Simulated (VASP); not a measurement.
## Ga4CN4: single point with PBE

The system is Ga4CN4, a slab with vacuum.

```xyz
9
Lattice="3.2187 0.0000 0.0000 0.0000 5.2435 0.0000 0.0000 0.0000 19.1911" Properties=species:S:1:pos:R:3 pbc="T T T"
Ga    0.0000    0.0045    4.0000
Ga    1.6093    2.6263    4.9291
Ga    1.6093    5.2008    6.9283
Ga    0.0000    2.4242    7.4789
N     0.0000    3.2726    4.0000
N     1.6093    0.6509    4.9291
N     1.6093    3.2585    6.9142
N     0.0000    0.6057    7.6911
C     1.0729    4.1014    8.6225
```

- Program: VASP 6.6.1
- Task: single point
- Functional: PBE
- Potentials or basis: VASP PAW PBE potentials, release 64 (Ga_d, N, C)
- Cutoff: 520 eV
- k mesh: 8 × 5 × 1
- Occupations: gaussian, width 0.05 eV
- Spin: collinear spin
- Starting moments: [0.0, 0.0, 0.0, 0.0, 0.0, 0.0, 0.0, 0.0, 2.0] μB
- Dipole correction: yes
- Further INCAR settings: ALGO = Normal; EDIFF = 1e-07; NBANDS = 52

The largest force is 2.930 eV/Å and the band gap on the k mesh is zero (filled and empty bands overlap). The net moment is 0.02 μB per cell and the valence electrons inside the program's atomic spheres are Ga 11.64, 11.74, 11.92, 11.91; N 3.62, 3.68, 3.73, 3.70; C 2.07.

Forces in eV/Å, atoms in the order of the input:
```
Ga  -0.048 -1.584  1.699
Ga  -0.098  0.832 -2.135
Ga   0.767  0.843 -0.739
Ga   0.184  1.265  2.637
N   -0.052  0.511  0.796
N    0.114  0.254 -0.689
N    0.038  0.044 -1.064
N    0.133 -0.892 -0.557
C   -1.038 -1.272  0.053
```

Levels at points of the mesh, in eV from the Fermi level:
Spin up:
| k point | band 35 | band 36 | band 37 | band 38 | band 39 | band 40 | band 41 | band 42 |
| --- | --- | --- | --- | --- | --- | --- | --- | --- |
| (0.00, 0.00, 0.00) | -2.08 | -1.60 | -1.17 | -0.34 | -0.09 | 0.78 | 2.00 | 2.53 |
| (0.50, 0.00, 0.00) | -3.21 | -2.38 | -1.58 | -0.57 | 0.91 | 1.12 | 1.63 | 3.87 |
Spin down:
```
           k point  band 36  band 37  band 38  band 39  band 40  band 41
(0.00, 0.00, 0.00)    -1.60    -1.17    -0.32    -0.09     0.78     2.01
(0.50, 0.00, 0.00)    -2.38    -1.58    -0.55     0.92     1.12     1.64
```

It took 13 min on 4 MPI ranks on Oxide Virtual Turin-like Processor (shared host), peak memory 0.79 GiB a rank.
